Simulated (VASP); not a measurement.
Runs of VASP 6.6.1 on Au. The structure is that of space group P6_3/mmc (No. 194), or close to it. The cells are those of the table. 

```csv
task,cell,cutoff (eV),smearing,gap on the mesh (eV),pressure (GPa)
single point,"a = 2.942, b = 2.942, c = 4.909 Å, angles 90.0, 90.0, 121.8°, 2 atoms",520,gaussian 0.1 eV,none,-8.6
single point,"a = 2.885, b = 2.885, c = 4.801 Å, angles 90.0, 90.0, 121.5°, 2 atoms",520,gaussian 0.1 eV,none,-0.3
single point,"a = 2.824, b = 2.824, c = 4.691 Å, angles 90.0, 90.0, 121.1°, 2 atoms",520,gaussian 0.1 eV,none,(a)
single point,"a = 2.792, b = 2.792, c = 4.637 Å, angles 90.0, 90.0, 120.9°, 2 atoms",520,gaussian 0.1 eV,none,20.9
electric field gradients,"a = 2.864, b = 2.864, c = 4.798 Å, angles 90.0, 90.0, 120.0°, 2 atoms",520,fermi-dirac 0.15 eV,none,-0.3
relaxation of shape and atoms at fixed volume,"relaxed from a = 2.761, b = 2.761, c = 4.585 Å, angles 90.0, 90.0, 120.9°, 2 atoms",600,gaussian 0.1 eV,none,31.4
relaxation of cell and atoms,"relaxed from a = 2.920, b = 2.920, c = 4.893 Å, angles 90.0, 90.0, 122.2°, 2 atoms",600,gaussian 0.1 eV,none,0.0
single point,"a = 2.913, b = 2.913, c = 4.856 Å, angles 90.0, 90.0, 121.6°, 2 atoms",520,gaussian 0.1 eV,none,-4.8
```

Alike in all rows: level PBEsol; potentials or basis VASP PAW PBE potentials, release 64 (Au); no spin polarisation; k mesh 16 × 16 × 10.

Estimate the missing entries.

(a) 12.4.

Caveats: the PAW data sets were made with another functional, which shifts forces and pressure a little; spin-orbit coupling is left out, which moves the levels of the heavy elements.

A k mesh can miss the band edges, and the runs leave out spin-orbit coupling on Au.

A gap of «none» marks levels without a gap at the run's occupations.
